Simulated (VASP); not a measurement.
# CuNi3 (I4/mmm) in VASP: notebook, part 2 of 2

VASP 6.6.1. The steps go on from the part before.

### 3 Single point, PBEsol, collinear spin, ferromagnetic start (11.13 Å³/atom)

This run uses another cell than the first one, of 11.13 Å³/atom.

Input file INCAR:

```
SYSTEM = CuNi3
ALGO = Normal
EDIFF = 1E-7
ENCUT = 520
GGA = PS
ISIF = 2
ISMEAR = -1
ISPIN = 2
LASPH = .TRUE.
LCHARG = .TRUE.
LELF = .TRUE.
LMAXMIX = 4
LORBIT = 11
LREAL = .FALSE.
LVHAR = .TRUE.
LWAVE = .FALSE.
MAGMOM = 0.6 1 1 1
NBANDS = 32
NELM = 150
PREC = Accurate
SIGMA = 0.05
```

Input file KPOINTS:

```
k-points
0
G
  11 11 11
  0 0 0
```

Input file POSCAR:

```
CuNi3
1.0
   -1.7793225408      1.7793225408      3.5148308917
    1.7793225408     -1.7793225408      3.5148308917
    1.7793225408      1.7793225408     -3.5148308917
Cu Ni
1 3
Direct
    0.0000000000      0.0000000000      0.0000000000
    0.5000000000      0.5000000000      0.0000000000
    0.2500000000      0.7500000000      0.5000000000
    0.7500000000      0.2500000000      0.5000000000
```

Potentials or basis: VASP PAW PBE potentials, release 64 (Cu, Ni).

Command:

```sh
$ cat potpaw_PBE.64/Cu/POTCAR potpaw_PBE.64/Ni/POTCAR > POTCAR
$ mpirun -np 1 vasp_std > vasp.out
```

OUTCAR:

```text
SYSTEM = CuNi3
   EDIFF = 1E-7
   ENCUT = 520
   GGA = PS
   ISIF = 2
   ISMEAR = -1
   ISPIN = 2
   LASPH = .TRUE.
   LORBIT = 11
   LREAL = .FALSE.
   NELM = 150
   PREC = Accurate

 ion  position               nearest neighbor table
   1  0.000  0.000  0.000-   4 2.50   3 2.50   3 2.50   4 2.50   3 2.50   4 2.50   4 2.50   3 2.50
                             2 2.52   2 2.52   2 2.52   2 2.52
   2  0.500  0.500  0.000-   3 2.50   4 2.50   3 2.50   4 2.50   3 2.50   4 2.50   3 2.50   4 2.50
                             1 2.52   1 2.52   1 2.52   1 2.52
   3  0.250  0.750  0.500-   1 2.50   2 2.50   1 2.50   2 2.50   1 2.50   2 2.50   1 2.50   2 2.50
                             4 2.52   4 2.52   4 2.52   4 2.52
   4  0.750  0.250  0.500-   2 2.50   1 2.50   1 2.50   2 2.50   1 2.50   2 2.50   2 2.50   1 2.50
                             3 2.52   3 2.52   3 2.52   3 2.52

  LATTYP: Found a body centered tetragonal cell.
 ALAT       =     3.5586450816
 C/A-ratio  =     1.9753759148

  Lattice vectors:

 A1 = (  -1.7793225408,   1.7793225408,   3.5148308917)
 A2 = (   1.7793225408,  -1.7793225408,   3.5148308917)
 A3 = (   1.7793225408,   1.7793225408,  -3.5148308917)

Analysis of symmetry for initial positions (statically):
=====================================================================
 Subroutine PRICEL returns:
 Original cell was already a primitive cell.

 Routine SETGRP: Setting up the symmetry group for a
 body centered tetragonal supercell.

 Subroutine GETGRP returns: Found 16 space group operations
 (whereof 16 operations were pure point group operations)
 out of a pool of 16 trial point group operations.

The static configuration has the point symmetry D_4h.

Analysis of symmetry for dynamics (positions and initial velocities):
=====================================================================
 Subroutine PRICEL returns:
 Original cell was already a primitive cell.

 Routine SETGRP: Setting up the symmetry group for a
 body centered tetragonal supercell.

 Subroutine GETGRP returns: Found 16 space group operations
 (whereof 16 operations were pure point group operations)
 out of a pool of 16 trial point group operations.
[... 170 lines left out ...]
 fundamental gap:      0.0017880770
 Fermi energy:         8.5503923139

 spin component 1

 k-point     1 :       0.0000    0.0000    0.0000
  band No.  band energies     occupation
      1      -0.4489      1.00000
      2       4.0169      1.00000
      3       4.4917      1.00000
      4       4.6854      1.00000
      5       5.0815      1.00000
      6       5.2865      1.00000
[... 829 lines left out ...]
     31      22.3840      0.00000
     32      22.8900      0.00000

 [... further k-points ...]

 spin component 2

 k-point     1 :       0.0000    0.0000    0.0000
  band No.  band energies     occupation
      1      -0.4633      1.00000
      2       4.1933      1.00000
      3       4.7444      1.00000
      4       4.8189      1.00000
      5       5.3774      1.00000
      6       5.4074      1.00000
[... 829 lines left out ...]
     31      22.4186      0.00000
     32      22.9982      0.00000

 [... further k-points ...]

------------------------ aborting loop because EDIFF is reached ----------------------------------------

  FORCE on cell =-STRESS in cart. coord.  units (eV):
  Direction    XX          YY          ZZ          XY          YZ          ZX
  --------------------------------------------------------------------------------------
  -------------------------------------------------------------------------------------
  Total       -2.6133348     -2.6133348     -2.4408262      0.0000000     -0.0000000      0.0000000
  in kB      -94.0658218    -94.0658218    -87.8564506      0.0000000     -0.0000000      0.0000000
  external PRESSURE =     -91.9960314 kB  Pullay stress =       0.0000000 kB

 VOLUME and BASIS-vectors are now :
 -----------------------------------------------------------------------------
  energy-cutoff  :      520.00
  volume of cell :       44.51
      direct lattice vectors                 reciprocal lattice vectors
    -1.779322541  1.779322541  3.514830892     0.000000000  0.281005826  0.142254355
     1.779322541 -1.779322541  3.514830892     0.281005826  0.000000000  0.142254355
     1.779322541  1.779322541 -3.514830892     0.281005826  0.281005826  0.000000000

 POSITION                                       TOTAL-FORCE (eV/Angst)
 -----------------------------------------------------------------------------------
      0.00000      0.00000      0.00000         0.000000     -0.000000      0.000000
      0.00000      0.00000      3.51483         0.000000     -0.000000      0.000000
      1.77932      0.00000      1.75742        -0.000000     -0.000000      0.000000
      0.00000      1.77932      1.75742         0.000000      0.000000     -0.000000
 -----------------------------------------------------------------------------------
    total drift:                               -0.000000     -0.000000     -0.000000

  FREE ENERGIE OF THE ION-ELECTRON SYSTEM (eV)
  ---------------------------------------------------
  free  energy   TOTEN  =       -22.5575988105 eV

  energy  without entropy=      -22.5158127380  energy(sigma->0) =      -22.53670577

 total charge

# of ion       s       p       d       tot
------------------------------------------
    1        0.480   0.443   9.145  10.068
    2        0.482   0.474   8.318   9.274
    3        0.484   0.467   8.332   9.283
    4        0.484   0.467   8.332   9.283
--------------------------------------------------
tot          1.929   1.851  34.129  37.909

 magnetization (x)

# of ion       s       p       d       tot
------------------------------------------
    1       -0.007  -0.017   0.029   0.006
    2       -0.001  -0.017   0.559   0.541
    3       -0.004  -0.014   0.528   0.510
    4       -0.004  -0.014   0.528   0.510
--------------------------------------------------
tot         -0.017  -0.061   1.644   1.565
```

OSZICAR:

```text
N       E                     dE             d eps       ncg     rms          rms(c)
DAV:   1     0.268457729674E+03    0.26846E+03   -0.17981E+04 17128   0.196E+03
DAV:   2    -0.726723912198E+01   -0.27572E+03   -0.26051E+03 16184   0.336E+02
DAV:   3    -0.268475074663E+02   -0.19580E+02   -0.18808E+02 17864   0.117E+02
DAV:   4    -0.272015865793E+02   -0.35408E+00   -0.35366E+00 18536   0.173E+01
DAV:   5    -0.272180645064E+02   -0.16478E-01   -0.16477E-01 24184   0.334E+00    0.201E+01
DAV:   6    -0.244458081322E+02    0.27723E+01   -0.32350E+01 19408   0.133E+02    0.114E+01
DAV:   7    -0.228311222172E+02    0.16147E+01   -0.72380E+00 20312   0.725E+01    0.895E+00
DAV:   8    -0.226500898611E+02    0.18103E+00   -0.29841E+00 19824   0.325E+01    0.441E+00
DAV:   9    -0.226058553767E+02    0.44234E-01   -0.45491E-01 24200   0.207E+01    0.217E+00
DAV:  10    -0.225658371359E+02    0.40018E-01   -0.10647E-01 22984   0.144E+01    0.108E+00
DAV:  11    -0.225582448553E+02    0.75923E-02   -0.18985E-02 27104   0.376E+00    0.346E-01
DAV:  12    -0.225575766757E+02    0.66818E-03   -0.30077E-03 27344   0.111E+00    0.746E-02
DAV:  13    -0.225575928111E+02   -0.16135E-04   -0.34479E-04 17936   0.228E-01    0.290E-02
DAV:  14    -0.225575990382E+02   -0.62271E-05   -0.25884E-05 20688   0.760E-02    0.119E-02
DAV:  15    -0.225575989993E+02    0.38951E-07   -0.33802E-06 25320   0.267E-02    0.481E-03
DAV:  16    -0.225575988882E+02    0.11107E-06   -0.28012E-07 14000   0.101E-02    0.197E-03
DAV:  17    -0.225575988105E+02    0.77756E-07   -0.65526E-08 10064   0.764E-03
   1 F= -.22557599E+02 E0= -.22536706E+02  d E =-.417861E-01  mag=     1.5296
```

Run time: 8 min. Hardware: 1 thread of Intel Xeon 8259CL, shared host; peak memory 0.39 GiB.

What came out:

```
Free energy                                           : -22.5576 eV
Pressure                                              : -9.2 GPa
Net moment                                            : 1.53 μB per cell
Site moments                                          : Cu +0.01; Ni +0.54, +0.51 (each value once) μB
Valence electrons inside the program's atomic spheres : Cu 10.07; Ni 9.27, 9.28 (each value once)
```

Caveat: the cell stands under tension; the PAW data sets were made with another functional, which shifts forces and pressure a little.
